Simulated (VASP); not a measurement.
Write the native input for VASP 6.6.1 that does the following.

| Quantity | Value |
| --- | --- |
| Task | single point |
| Functional | PBE |
| Potentials or basis | VASP PAW PBE potentials, release 64 (Ga_d, N) |
| Cutoff | 520 eV |
| k mesh | 12 × 12 × 6 |
| Occupations | gaussian, width 0.05 eV |
| Spin | no spin polarisation |
| Dipole correction | no |
| Further INCAR settings | ALGO = Normal; EDIFF = 1e-06; NBANDS = 26 |

The structure of GaN lies in POSCAR:

```
GaN
1.0
    3.2594996520      0.0000000000      0.0000000000
   -1.6297498260      2.8228095022      0.0000000000
    0.0000000000      0.0000000000      5.0368500000
Ga N
2 2
Direct
    0.3333333333      0.6666666667      0.0000000000
    0.6666666667      0.3333333333      0.5000000000
    0.3333333333      0.6666666667      0.3750000000
    0.6666666667      0.3333333333      0.8750000000
```

This cell differs from its parent crystal: strain +0.025 along x and y, -0.025 along z.

The input as run:

INCAR

```
SYSTEM = GaN
  ALGO = Normal
  EDIFF = 1E-6
  ENCUT = 520
  GGA = PE
  ISIF = 2
  ISMEAR = 0
  LASPH = .TRUE.
  LCHARG = .TRUE.
  LELF = .TRUE.
  LREAL = .FALSE.
  LVHAR = .TRUE.
  LWAVE = .FALSE.
  NBANDS = 26
  NELM = 100
  PREC = Accurate
  SIGMA = 0.05
```

KPOINTS

```
k-points
0
G
  12 12 6
  0 0 0
```

Potentials or basis: VASP PAW PBE potentials, release 64 (Ga_d, N).

The run is started by

```bash
$ cat potpaw_PBE.64/Ga_d/POTCAR potpaw_PBE.64/N/POTCAR > POTCAR
$ mpirun -np 1 vasp_std > vasp.out
```

It gave:

| Property | Result |
| --- | --- |
| Pressure | 3.6 GPa |
| Largest force | 0.758 eV/Å |
| Band gap on the k mesh | 1.82 eV, direct |

Caveat: the cell differs from its parent crystal (strain +0.025 along x and y, -0.025 along z).

It took 52 s on 1 thread of AMD EPYC 9R45 96-Core Processor (Zen 5), on a shared host, peak memory 0.18 GiB.
